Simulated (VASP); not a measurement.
# Al5P (F-43m) in VASP: notebook

Runs on Al5P. Level: PBE. Tasks: relaxation of cell and atoms, single point.

Program: VASP 6.6.1. These are calculated values, not measurements. Logs are shortened: lines on timing, memory, paths and dates and some standing lists are left out, and cuts for length are marked.

### Step 1. The cell of the first run

It takes space group F-43m (No. 216, cubic). Conventional cell: a = 7.280 Å, b = 7.280 Å, c = 7.280 Å, α = 90.00°, β = 90.00°, γ = 90.00°. Within 4.0 Å of Al (site symmetry -43m) lie 12 Al at 3.02 Å and 4 P at 3.15 Å. Al (site symmetry 3m) has 9 Al at 2.56 to 3.02 Å and 3 P at 3.02 Å within 3.4 Å. P (site symmetry -43m) has 16 Al at 3.02 to 3.15 Å within 4.0 Å.

### Step 2. Relaxation of cell and atoms, PBE

Input file INCAR:

```
SYSTEM = Al5P
  PREC = Accurate
  ENCUT = 600
  EDIFF = 1E-7
  ISMEAR = 0
  SIGMA = 0.1
  LREAL = .FALSE.
  LASPH = .TRUE.
  NELM = 100
  ALGO = Normal
  ISIF = 3
  LWAVE = .FALSE.
  LCHARG = .FALSE.
  GGA = PE
  IBRION = 2
  NSW = 90
  EDIFFG = -0.04
```

Input file KPOINTS:

```
Automatic mesh
0
G
  4 4 4
  0 0 0
```

Input file POSCAR:

```
Al5P
1.0
    0.0000000000      3.6399936100      3.6399936100
    3.6399936100      0.0000000000      3.6399936100
    3.6399936100      3.6399936100      0.0000000000
Al P
5 1
Direct
    0.7500000000      0.7500000000      0.7500000000
    0.3758891600      0.3758891600      0.8723325100
    0.3758891600      0.8723325100      0.3758891600
    0.3758891600      0.3758891600      0.3758891600
    0.8723325100      0.3758891600      0.3758891600
    0.0000000000      0.0000000000      0.0000000000
```

Potentials or basis: VASP PAW PBE potentials, release 64 (Al, P).

On the command line:

```
$ cat potpaw_PBE.64/Al/POTCAR potpaw_PBE.64/P/POTCAR > POTCAR
$ mpirun -np 1 vasp_std > vasp.out
```

OUTCAR:

```text
SYSTEM = Al5P
   PREC = Accurate
   ENCUT = 600
   EDIFF = 1E-7
   ISMEAR = 0
   LREAL = .FALSE.
   LASPH = .TRUE.
   NELM = 100
   ISIF = 3
   GGA = PE
   IBRION = 2
   NSW = 90
   EDIFFG = -0.04

 ion  position               nearest neighbor table
   1  0.750  0.750  0.750-   2 3.02   3 3.02   2 3.02   5 3.02   3 3.02   5 3.02   4 3.02   4 3.02
                             4 3.02   2 3.02   3 3.02   5 3.02   6 3.15   6 3.15   6 3.15   6 3.15
   2  0.376  0.376  0.872-   3 2.56   4 2.56   5 2.56   4 2.59   3 2.59   5 2.59   1 3.02   1 3.02
                             1 3.02   6 3.02   6 3.02   6 3.02
   3  0.376  0.872  0.376-   2 2.56   4 2.56   5 2.56   2 2.59   4 2.59   5 2.59   1 3.02   1 3.02
                             1 3.02   6 3.02   6 3.02   6 3.02
   4  0.376  0.376  0.376-   2 2.56   3 2.56   5 2.56   2 2.59   3 2.59   5 2.59   1 3.02   1 3.02
                             1 3.02   6 3.02   6 3.02   6 3.02
   5  0.872  0.376  0.376-   2 2.56   3 2.56   4 2.56   4 2.59   2 2.59   3 2.59   1 3.02   1 3.02
                             1 3.02   6 3.02   6 3.02   6 3.02
   6  0.000  0.000  0.000-   2 3.02   3 3.02   5 3.02   4 3.02   4 3.02   4 3.02   2 3.02   3 3.02
                             5 3.02   2 3.02   3 3.02   5 3.02   1 3.15   1 3.15   1 3.15   1 3.15

  LATTYP: Found a face centered cubic cell.
 ALAT       =     7.2799872200

  Lattice vectors:

 A1 = (   0.0000000000,   3.6399936100,   3.6399936100)
 A2 = (   3.6399936100,   0.0000000000,   3.6399936100)
 A3 = (   3.6399936100,   3.6399936100,   0.0000000000)

Analysis of symmetry for initial positions (statically):
=====================================================================
 Subroutine PRICEL returns:
 Original cell was already a primitive cell.

 Routine SETGRP: Setting up the symmetry group for a
 face centered cubic supercell.

 Subroutine GETGRP returns: Found 24 space group operations
 (whereof 24 operations were pure point group operations)
 out of a pool of 48 trial point group operations.

The static configuration has the point symmetry T_d .

Analysis of symmetry for dynamics (positions and initial velocities):
=====================================================================
 Subroutine PRICEL returns:
 Original cell was already a primitive cell.

 Routine SETGRP: Setting up the symmetry group for a
 face centered cubic supercell.

 Subroutine GETGRP returns: Found 24 space group operations
 (whereof 24 operations were pure point group operations)
 out of a pool of 48 trial point group operations.

The dynamic configuration has the point symmetry T_d .

 Subroutine INISYM returns: Found 24 space group operations
 (whereof 24 operations are pure point group operations),
 and found     1 'primitive' translations

----------------------------------------------------------------------------------------

                                     Primitive cell

  volume of cell :      96.4566

  direct lattice vectors                    reciprocal lattice vectors
     0.000000000  3.639993610  3.639993610    -0.137362879  0.137362879  0.137362879
     3.639993610  0.000000000  3.639993610     0.137362879 -0.137362879  0.137362879
     3.639993610  3.639993610  0.000000000     0.137362879  0.137362879 -0.137362879

  length of vectors
     5.147728330  5.147728330  5.147728330     0.237919485  0.237919485  0.237919485

  position of ions in fractional coordinates (direct lattice)
     0.750000000  0.750000000  0.750000000
     0.375889160  0.375889160  0.872332510
     0.375889160  0.872332510  0.375889160
     0.375889160  0.375889160  0.375889160
     0.872332510  0.375889160  0.375889160
     0.000000000  0.000000000  0.000000000

  ion indices of the primitive-cell ions
   primitive index   ion index
                 1           1
                 2           2
                 3           3
                 4           4
                 5           5
                 6           6

----------------------------------------------------------------------------------------

 KPOINTS: Automatic mesh

Automatic generation of k-mesh.
 Grid dimensions read from file:
 generate k-points for:    4    4    4

 Generating k-lattice:

  Cartesian coordinates                     Fractional coordinates (reciprocal lattice)
    -0.034340720  0.034340720  0.034340720     0.250000000  0.000000000  0.000000000
     0.034340720 -0.034340720  0.034340720     0.000000000  0.250000000  0.000000000
     0.034340720  0.034340720 -0.034340720     0.000000000  0.000000000  0.250000000

  Length of vectors
     0.059479871  0.059479871  0.059479871

  Shift w.r.t. Gamma in fractional coordinates (k-lattice)
     0.000000000  0.000000000  0.000000000

 Subroutine IBZKPT returns following result:
 ===========================================

 Found      8 irreducible k-points:

 Following reciprocal coordinates:
            Coordinates               Weight
  0.000000  0.000000  0.000000      1.000000
  0.250000  0.000000  0.000000      8.000000
  0.500000  0.000000  0.000000      4.000000
  0.250000  0.250000  0.000000      6.000000
  0.500000  0.250000  0.000000     24.000000
 -0.250000  0.250000  0.000000     12.000000
  0.500000  0.500000  0.000000      3.000000
 -0.250000  0.500000  0.250000      6.000000
   k-points           NKPTS =      8   k-points in BZ     NKDIM =      8   number of bands    NBANDS=     14
   number of dos      NEDOS =    301   number of ions     NIONS =      6
   total plane-waves  NPLWV =  74088
   dimension x,y,z NGX =    42 NGY =   42 NGZ =   42
   dimension x,y,z NGXF=    84 NGYF=   84 NGZF=   84
   ions per type =               5   1
   NGX,Y,Z   is equivalent  to a cutoff of  13.56, 13.56, 13.56 a.u.
   NGXF,Y,Z  is equivalent  to a cutoff of  27.13, 27.13, 27.13 a.u.
 SYSTEM =  Al5P
   PREC   = accura    normal or accurate (medium, high low for compatibility)
   ISTART =      0    job   : 0-new  1-cont  2-samecut
   ICHARG =      2    charge: 1-file 2-atom 10-const
   ISPIN  =      1    spin polarized calculation?
   LNONCOLLINEAR =      F non collinear calculations
   LSORBIT =      F    spin-orbit coupling
   LASPH  =      T    aspherical Exc in radial PAW
   ENCUT  =  600.0 eV  44.10 Ry    6.64 a.u.  10.28 10.28 10.28*2*pi/ulx,y,z
   NELM   =    100;   NELMIN=  2; NELMDL= -5     # of ELM steps
   EDIFF  = 0.1E-06   stopping-criterion for ELM
   LREAL  =      F    real-space projection
   EDIFFG = -.4E-01   stopping-criterion for IOM
   NSW    =     90    number of steps for IOM
   IBRION =      2    ionic relax: 0-MD 1-quasi-New 2-CG
   NFREE  =      1    steps in history (QN), initial steepest desc. (CG)
   ISIF   =      3    stress and relaxation
   ISYM   =      2    0-nonsym 1-usesym 2-fastsym
   POTIM  = 0.5000    time-step for ionic-motion
   TEBEG  =    0.0;   TEEND  =   0.0 temperature during run
   PSTRESS=    0.0 pullay stress
   NELECT =      20.0000    total number of electrons
   NUPDOWN=      -1.0000    fix difference up-down
   EMIN   =  10.00;   EMAX   =-10.00  energy-range for DOS
   EFERMI =   0.00;   METHOD = LEGACY
   ISMEAR =     0;   SIGMA  =   0.10  broadening in eV -4-tet -1-fermi 0-gaus
   EFERMI_NEDOS =   21; number of points for ismear=-14 and -15
   IALGO  =     38    algorithm
   IMIX   =      4    mixing-type and parameters
     AMIX     =   0.40;   BMIX     =  1.00
     AMIX_MAG =   1.60;   BMIX_MAG =  1.00
  volume/ion in A,a.u.               =      16.08       108.49
  Fermi-wavevector in a.u.,A,eV,Ry     =   0.968964  1.831076 12.774385  0.938891
  Thomas-Fermi vector in A             =   2.098977
   LORBIT       =      0    0 simple, 1 ext, 2 COOP (PROOUT), +10 PAW based schemes
   GGA     = PE    functional components
   LHFCALC =     F    Hartree Fock is set to
   AEXX    =    0.0000 exact exchange contribution
   IVDW    =     0    specifies the selected vdW correction
   LEPSILON=     F    determine dielectric tensor
   LRPA    =     F    only Hartree local field effects (RPA)
 conjugate gradient relaxation of ions
 non-spin polarized calculation
 Gauss-broadening in eV      SIGMA  =   0.10
  energy-cutoff  :      600.00
  volume of cell :       96.46
 maximum number of plane-waves:      3250
 NGX is ok and might be reduce to    42
   NGX = 21   NGY = 21   NGZ = 21

--------------------------------------- Ionic step        1  -------------------------------------------

 number of electron      19.9999999 magnetization

 Free energy of the ion-electron system (eV)
  ---------------------------------------------------
  ext. energy  EPLUGINS =         0.00000000
  ---------------------------------------------------
  free energy    TOTEN  =       -22.00812021 eV

  energy without entropy =      -21.97004993  energy(sigma->0) =      -21.98908507

------------------------ aborting loop because EDIFF is reached ----------------------------------------

  FORCE on cell =-STRESS in cart. coord.  units (eV):
  Direction    XX          YY          ZZ          XY          YZ          ZX
  --------------------------------------------------------------------------------------
  -------------------------------------------------------------------------------------
  Total        3.1215365      3.1215365      3.1215365      0.0000000      0.0000000     -0.0000000
  in kB       51.8498069     51.8498069     51.8498069      0.0000000      0.0000000     -0.0000000
  external PRESSURE =      51.8498069 kB  Pullay stress =       0.0000000 kB

 VOLUME and BASIS-vectors are now :
 -----------------------------------------------------------------------------
  energy-cutoff  :      600.00
  volume of cell :       96.46
      direct lattice vectors                 reciprocal lattice vectors
     0.000000000  3.639993610  3.639993610    -0.137362879  0.137362879  0.137362879
     3.639993610  0.000000000  3.639993610     0.137362879 -0.137362879  0.137362879
     3.639993610  3.639993610  0.000000000     0.137362879  0.137362879 -0.137362879
[... 41 lines left out ...]
 POSITION                                       TOTAL-FORCE (eV/Angst)
 -----------------------------------------------------------------------------------
      5.59703      5.59703      5.59703        -0.000000     -0.000000     -0.000000
      4.66110      4.66110      2.80161        -0.017108     -0.017108      0.017108
      4.66110      2.80161      4.66110        -0.017108      0.017108     -0.017108
      2.80161      2.80161      2.80161         0.017108      0.017108      0.017108
      2.80161      4.66110      4.66110         0.017108     -0.017108     -0.017108
      7.46270      7.46270      7.46270        -0.000000     -0.000000     -0.000000
 -----------------------------------------------------------------------------------
    total drift:                               -0.000002     -0.000002     -0.000002

  FREE ENERGIE OF THE ION-ELECTRON SYSTEM (eV)
  ---------------------------------------------------
  free  energy   TOTEN  =       -22.1132021683 eV

  energy  without entropy=      -22.0894729642  energy(sigma->0) =      -22.10133757

--------------------------------------- Ionic step        3  -------------------------------------------

 number of electron      20.0000001 magnetization

 Free energy of the ion-electron system (eV)
  ---------------------------------------------------
  ext. energy  EPLUGINS =         0.00000000
  ---------------------------------------------------
  free energy    TOTEN  =       -22.11408087 eV

  energy without entropy =      -22.08917709  energy(sigma->0) =      -22.10162898

 E-fermi :   7.6179     XC(G=0): -10.1319

 val. band max:        7.6100733796   @ k =   0.5000   0.5000   0.0000
 cond. band min:       7.6662083550   @ k =   0.2500   0.2500   0.0000
 fundamental gap:      0.0561349754
 Fermi energy:         7.6178535809

 k-point     1 :       0.0000    0.0000    0.0000
  band No.  band energies     occupation
      1      -4.4725      2.00000
      2       0.1516      2.00000
      3       3.1227      2.00000
      4       3.6753      2.00000
      5       3.6753      2.00000
      6       3.6753      2.00000
      7       4.8046      2.00000
      8       4.8046      2.00000
      9       4.8046      2.00000
     10       5.6010      2.00000
     11       6.5265      2.00000
     12       6.5265      2.00000
     13       6.5265      2.00000
     14       7.1386      2.00000

 k-point     2 :       0.2500    0.0000    0.0000
  band No.  band energies     occupation
      1      -4.0704      2.00000
      2      -0.6267      2.00000
      3       1.7241      2.00000
      4       3.3049      2.00000
      5       3.3049      2.00000
      6       3.3591      2.00000
      7       4.7753      2.00000
      8       4.7753      2.00000
      9       5.0987      2.00000
     10       6.1374      2.00000
[... 126 lines left out ...]
 POSITION                                       TOTAL-FORCE (eV/Angst)
 -----------------------------------------------------------------------------------
      5.58513      5.58513      5.58513        -0.000000      0.000000     -0.000000
      4.65089      4.65089      2.79595        -0.011154     -0.011154      0.011154
      4.65089      2.79595      4.65089        -0.011154      0.011154     -0.011154
      2.79595      2.79595      2.79595         0.011154      0.011154      0.011154
      2.79595      4.65089      4.65089         0.011154     -0.011154     -0.011154
      0.00000      0.00000      0.00000        -0.000000      0.000000     -0.000000
 -----------------------------------------------------------------------------------
    total drift:                               -0.000002     -0.000002     -0.000002

  FREE ENERGIE OF THE ION-ELECTRON SYSTEM (eV)
  ---------------------------------------------------
  free  energy   TOTEN  =       -22.1140808704 eV

  energy  without entropy=      -22.0891770945  energy(sigma->0) =      -22.10162898

 reached required accuracy - stopping structural energy minimisation
```

Wall time 45 s (1 thread of Intel Xeon Platinum 8259CL at 2.50GHz (Skylake/Cascade Lake), shared host); peak memory 0.25 GiB.

Results:

```yaml
Free_energy: -22.1141 eV
Relaxed_volume: 17.21 Å³/atom
Relaxed_cell: a = 5.266 Å, b = 5.266 Å, c = 5.266 Å, α = 60.00°, β = 60.00°, γ = 60.00°
Space_group_after_relaxing_to_0.05_Å: F-43m (No. 216)
Energy_gained_by_relaxing: 17.7 meV/atom
Ionic_steps: 3
Pressure_after_relaxing: 0.0 GPa
Largest_force_after_relaxing: 0.019 eV/Å
```

Forces on the atoms (eV/Å):
```
Al   0.000  0.000  0.000
Al  -0.011 -0.011  0.011
Al  -0.011  0.011 -0.011
Al   0.011  0.011  0.011
Al   0.011 -0.011 -0.011
P    0.000  0.000  0.000
```

Step by step:
| step | energy change (eV) | largest force (eV/Å) | pressure (GPa) | volume (Å³) |
| --- | --- | --- | --- | --- |
| 1 | 0.0000 | 0.1241 | 5.18 | 96.46 |
| 2 | -0.1051 | 0.0296 | -0.41 | 103.90 |
| 3 | -0.1060 | 0.0193 | 0.02 | 103.24 |

Final structure:
```
Al P
1.0
     0.00000    3.72342    3.72342
     3.72342    0.00000    3.72342
     3.72342    3.72342    0.00000
Al P
5 1
Direct
  0.75000 0.75000 0.75000
  0.37545 0.37545 0.87364
  0.37545 0.87364 0.37545
  0.37545 0.37545 0.37545
  0.87364 0.37545 0.37545
  0.00000 0.00000 0.00000
```

Levels at points of the mesh, in eV from the Fermi level:
```csv
k point,band 8,band 9,band 10,band 11,band 12,band 13
"(0.00, 0.00, 0.00)",-2.81,-2.81,-2.02,-1.09,-1.09,-1.09
"(0.50, 0.00, 0.00)",-3.66,-0.84,0.24,0.61,0.61,1.41
"(0.50, 0.50, 0.00)",-0.01,0.20,0.20,1.96,1.99,2.02
```

Caveat: the k points lie up to 0.37 Å⁻¹ apart in the final cell; the bands computed are all filled at some k points, so no gap is given.

### Step 3. Single point, PBE

Input file INCAR:

```
  PREC = Accurate
  ENCUT = 520
  EDIFF = 1E-6
  ISMEAR = 0
  SIGMA = 0.1
  LREAL = F
  LASPH = T
  NELM = 80
  ALGO = Normal
  ISIF = 2
  LWAVE = F
  LCHARG = F
  GGA = PE
  NBANDS = 19
```

Input file KPOINTS:

```
Automatic mesh
0
Gamma
  4 4 4
```

POSCAR is that of step 2.

Potentials or basis: VASP PAW PBE potentials, release 64 (Al, P).

On the command line:

```
$ cat potpaw_PBE.64/Al/POTCAR potpaw_PBE.64/P/POTCAR > POTCAR
$ mpirun -np 1 vasp_std > vasp.out
```

Run time: 14 s. Hardware: 1 thread of Intel Xeon Platinum 8488C (Sapphire Rapids), shared host; peak memory 0.22 GiB.

It converged, with:

```
Free energy            : -22.0272 eV
Pressure               : 5.1 GPa
Largest force          : 0.125 eV/Å
Band gap on the k mesh : zero (band 10 reaches 9.35 eV, above the bottom of band 11 at 6.79 eV)
```

Forces on the atoms (eV/Å):
```
Al   0.000  0.000  0.000
Al   0.072  0.072 -0.072
Al   0.072 -0.072  0.072
Al  -0.072 -0.072 -0.072
Al  -0.072  0.072  0.072
P    0.000  0.000  0.000
```

Levels at points of the mesh, in eV from the Fermi level:
| k point | band 8 | band 9 | band 10 | band 11 | band 12 | band 13 |
| --- | --- | --- | --- | --- | --- | --- |
| (0.00, 0.00, 0.00) | -2.99 | -2.99 | -1.97 | -1.15 | -1.15 | -1.15 |
| (0.50, 0.00, 0.00) | -3.87 | -0.94 | 0.43 | 0.58 | 0.58 | 1.40 |
| (0.50, 0.50, 0.00) | -0.01 | 0.15 | 0.15 | 1.89 | 1.97 | 2.10 |

Caveat: the k points lie up to 0.37 Å⁻¹ apart.
